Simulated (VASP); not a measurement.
# Fe (R-3m) in VASP: further runs, part 2 of 2

VASP 6.6.1. Earlier steps stand in the parts before.

## (3) Relaxation of cell and atoms, r2SCAN, collinear spin, ferromagnetic start

Contents of POSCAR:

```
Fe
1.0
    1.5630294866      0.9024154948      2.8984507864
   -1.5630294866      0.9024154948      2.8984507864
    0.0000000000     -1.8048309896      2.8984507864
Fe
2
Direct
    0.2275400000      0.2275400000      0.2275400000
    0.7724600000      0.7724600000      0.7724600000
```

Contents of INCAR.step1:

```
ALGO = Normal
EDIFF = 1E-5
EDIFFG = -0.005
ENCUT = 660
GGA = PE
GGA_COMPAT = False
IBRION = 2
ISIF = 3
ISMEAR = 0
ISPIN = 2
LASPH = True
LCHARG = False
LMAXMIX = 4
LREAL = False
LWAVE = True
MAGMOM = 2.41 2.41
NELM = 200
NELMIN = 4
NSW = 100
PREC = Accurate
SIGMA = 0.1
```

Contents of INCAR.step2:

```
ALGO = Normal
EDIFF = 1E-7
EDIFFG = -0.04
ENCUT = 660
GGA_COMPAT = False
IBRION = 2
ISIF = 3
ISMEAR = 0
ISPIN = 2
ISTART = 1
LASPH = True
LCHARG = False
LMAXMIX = 4
LMIXTAU = True
LORBIT = 11
LREAL = False
LWAVE = False
MAGMOM = 2.41 2.41
METAGGA = R2SCAN
NELM = 200
NELMIN = 4
NSW = 90
PREC = Accurate
SIGMA = 0.1
```

Contents of KPOINTS:

```
k-points
0
Gamma
  6 6 6
```

Potentials or basis: VASP PAW PBE potentials, release 64 (Fe).

On the command line:

```sh
$ cat potpaw_PBE.64/Fe/POTCAR > POTCAR
$ cp INCAR.step1 INCAR
$ mpirun -np 1 vasp_std > vasp.out
$ cp INCAR.step2 INCAR
$ mpirun -np 1 vasp_std > vasp.out
```

OUTCAR:

```text
EDIFF = 1E-7
   EDIFFG = -0.04
   ENCUT = 660
   IBRION = 2
   ISIF = 3
   ISMEAR = 0
   ISPIN = 2
   ISTART = 1
   LASPH = True
   LORBIT = 11
   LREAL = False
   METAGGA = R2SCAN
   NELM = 200
   NELMIN = 4
   NSW = 90
   PREC = Accurate

 ion  position               nearest neighbor table
   1  0.228  0.228  0.228-   2 2.09   2 2.09   2 2.09   2 2.58   2 2.58   2 2.58
   2  0.772  0.772  0.772-   1 2.09   1 2.09   1 2.09   1 2.58   1 2.58   1 2.58

  LATTYP: Found a trigonal (rhomboedric) cell.
 ALAT       =     3.4144445906
 COS(alpha) =     0.5808936906

  Lattice vectors:

 A1 = (   1.5630294866,   0.9024154948,   2.8984507864)
 A2 = (  -1.5630294866,   0.9024154948,   2.8984507864)
 A3 = (   0.0000000000,  -1.8048309896,   2.8984507864)

Analysis of symmetry for initial positions (statically):
[... 794 lines left out ...]
      4       3.7190      1.00000
      5       4.8899      1.00000
      6       4.8910      1.00000
      7       6.8344      0.99930
      8       6.8432      0.99893
      9       7.4544      0.00000
     10       7.4595      0.00000
     11      10.0445      0.00000
     12      10.0496      0.00000
     13      17.9956      0.00000
     14      17.9972      0.00000

 [... further k-points ...]

 spin component 2

 k-point     1 :       0.0000    0.0000    0.0000
  band No.  band energies     occupation
      1      -2.6125      1.00000
      2       1.9246      1.00000
      3       1.9246      1.00000
      4       5.0052      1.00000
      5       5.0060      1.00000
      6       5.0060      1.00000
      7       7.0150      0.73891
      8       7.0150      0.73891
      9       8.0498      0.00000
     10       8.0498      0.00000
     11       8.0502      0.00000
     12      18.3353      0.00000
     13      18.3353      0.00000
     14      18.3353      0.00000
[... 420 lines left out ...]
  FREE ENERGIE OF THE ION-ELECTRON SYSTEM (eV)
  ---------------------------------------------------
  free  energy   TOTEN  =       -26.6207287399 eV

  energy  without entropy=      -26.5995071228  energy(sigma->0) =      -26.61011793

 reached required accuracy - stopping structural energy minimisation

 total charge

# of ion       s       p       d       tot
------------------------------------------
    1        0.537   0.644   6.351   7.532
    2        0.537   0.644   6.351   7.532
--------------------------------------------------
tot          1.074   1.289  12.702  15.065

 magnetization (x)

# of ion       s       p       d       tot
------------------------------------------
    1       -0.000  -0.000   0.000   0.000
    2       -0.000  -0.000   0.000   0.000
--------------------------------------------------
tot         -0.000  -0.000   0.000   0.000
```

OUTCAR.step1:

```text
EDIFF = 1E-5
   EDIFFG = -0.005
   ENCUT = 660
   GGA = PE
   IBRION = 2
   ISIF = 3
   ISMEAR = 0
   ISPIN = 2
   LASPH = True
   LREAL = False
   NELM = 200
   NELMIN = 4
   NSW = 100
   PREC = Accurate
[... 821 lines left out ...]
      2       1.9595      1.00000
      3       5.0499      1.00000
      4       5.0499      1.00000
      5       5.1376      1.00000
      6       5.1376      1.00000
      7       5.2109      1.00000
      8       6.7147      0.99380
      9       6.7147      0.99380
     10       7.0711      0.00556
     11       7.7938      0.00000
     12       7.7938      0.00000
     13      15.2043      0.00000
     14      28.5876      0.00000
[... 420 lines left out ...]
  FREE ENERGIE OF THE ION-ELECTRON SYSTEM (eV)
  ---------------------------------------------------
  free  energy   TOTEN  =       -16.1273810843 eV

  energy  without entropy=      -16.1148282626  energy(sigma->0) =      -16.12110467

 reached required accuracy - stopping structural energy minimisation
```

OSZICAR.step1:

```text
N       E                     dE             d eps       ncg     rms          rms(c)
DAV:   1     0.955931174925E+02    0.95593E+02   -0.84028E+03  1800   0.168E+03
DAV:   2    -0.128687877231E+02   -0.10846E+03   -0.99082E+02  1792   0.274E+02
DAV:   3    -0.155335903053E+02   -0.26648E+01   -0.25391E+01  2038   0.646E+01
[... 237 lines left out ...]
       N       E                     dE             d eps       ncg     rms          rms(c)
DAV:   1    -0.161273895291E+02   -0.11373E-04   -0.24457E-04  1906   0.222E-01    0.229E-02
DAV:   2    -0.161273822832E+02    0.72459E-05   -0.29058E-05  1558   0.115E-01    0.733E-03
DAV:   3    -0.161273813127E+02    0.97056E-06   -0.27413E-06   896   0.360E-02    0.363E-03
DAV:   4    -0.161273810843E+02    0.22838E-06   -0.34007E-07   896   0.658E-03
  29 F= -.16127381E+02 E0= -.16121105E+02  d E =-.284206E-05  mag=    -0.0049
```

Wall time 57 min (1 thread of Intel Xeon Platinum 8375C at 2.90GHz (Ice Lake), shared host); peak memory 0.25 GiB.

What came out:

| Item | Value |
| --- | --- |
| Free energy | -26.6207 eV |
| Relaxed volume | 10.15 Å³/atom |
| Relaxed cell | a = 2.728 Å, b = 2.728 Å, c = 2.728 Å, α = 90.00°, β = 90.00°, γ = 90.00° |
| Space group after relaxing (to 0.1 Å) | Im-3m (No. 229) |
| Energy gained by relaxing | 702.6 meV/atom |
| Ionic steps | 26 |
| Pressure after relaxing | 0.0 GPa |
| Largest force after relaxing | 0.028 eV/Å |
| Band gap on the k mesh | zero (filled and empty bands overlap) |
| Net moment | 0.00 μB per cell |
| Valence electrons inside the program's atomic spheres | Fe 7.53 |

Forces on the atoms (eV/Å):
```
Fe   0.000  0.000  0.028
Fe   0.000  0.000 -0.028
```

Stress tensor (GPa, compression positive):
```
-0.05  0.00  0.00
 0.00 -0.05  0.00
 0.00  0.00  0.14
```

Step by step:
```tsv
step	energy change (eV)	largest force (eV/Å)	pressure (GPa)	volume (Å³)
1	0.0000	0.0586	-6.45	24.53
2	0.0071	0.5713	9.38	22.82
3	-0.0176	0.2218	0.30	23.72
4	-0.0261	0.1110	0.36	23.55
5	-0.0366	0.0094	1.05	23.19
6	-0.0434	0.1816	4.35	22.45
7	-0.0443	0.0657	2.70	22.76
8	-0.0519	0.2423	-1.06	23.07
9	-0.0524	0.3025	-2.30	23.17
10	-0.0580	0.3617	-2.73	23.20
11	-0.0779	0.4926	-4.03	23.26
12	-0.1306	0.5833	-6.44	23.30
13	-0.3858	0.9983	-10.53	22.98
14	-1.1649	1.3251	4.28	20.52
15	-1.0776	0.5230	-13.62	22.01
16	-1.2725	0.5128	-9.19	21.35
17	-1.2811	0.6434	-8.01	21.25
18	-1.1961	0.7785	33.75	18.59
19	-1.3214	0.8421	4.90	20.21
20	-1.3879	0.2043	6.30	19.91
21	-1.3908	0.0888	7.09	19.85
22	-1.3718	0.0392	-11.22	21.16
23	-1.4045	0.0385	-0.78	20.35
24	-1.4045	0.0395	-0.62	20.34
25	-1.4051	0.0233	0.30	20.28
26	-1.4052	0.0282	0.01	20.30
```

Final structure:
```
CELL_PARAMETERS angstrom
1.92887 1.11363 1.57485
-1.92887 1.11363 1.57485
0.00000 -2.22727 1.57485
ATOMIC_POSITIONS crystal
Fe 0.24935 0.24935 0.24935
Fe 0.75065 0.75065 0.75065
```

Levels at points of the mesh, in eV from the Fermi level:
Spin up:
```tsv
k point	band 4	band 5	band 6	band 7	band 8	band 9	band 10	band 11	band 12	band 13
(0.00, 0.00, 0.00)	-2.06	-2.05	-2.05	-0.05	-0.05	0.99	0.99	0.99	11.28	11.28
(0.50, 0.00, 0.00)	-2.65	-1.56	-1.55	-1.55	-1.55	-0.59	-0.56	1.32	1.34	19.33
(0.50, 0.50, 0.00)	-3.48	-0.10	-0.10	0.23	0.23	0.30	0.30	1.33	1.33	9.14
(0.50, 0.50, 0.50)	-3.42	-3.42	-3.42	0.29	0.29	0.29	0.29	9.91	9.92	9.92
```
Spin down:
```csv
k point,band 4,band 5,band 6,band 7,band 8,band 9,band 10,band 11,band 12,band 13
"(0.00, 0.00, 0.00)",-2.06,-2.05,-2.05,-0.05,-0.05,0.99,0.99,0.99,11.28,11.28
"(0.50, 0.00, 0.00)",-2.65,-1.56,-1.55,-1.55,-1.55,-0.58,-0.56,1.32,1.34,19.33
"(0.50, 0.50, 0.00)",-3.48,-0.10,-0.10,0.23,0.24,0.30,0.30,1.33,1.33,9.14
"(0.50, 0.50, 0.50)",-3.42,-3.42,-3.42,0.29,0.29,0.29,0.29,9.91,9.92,9.92
```

Caveat: the k points lie up to 0.38 Å⁻¹ apart in the final cell, too coarse for converged energies and pressures of a metal; the volume moved by over 15 % at a fixed basis, so the end points are rough; the PAW data sets were made with another functional, which shifts forces and pressure a little.
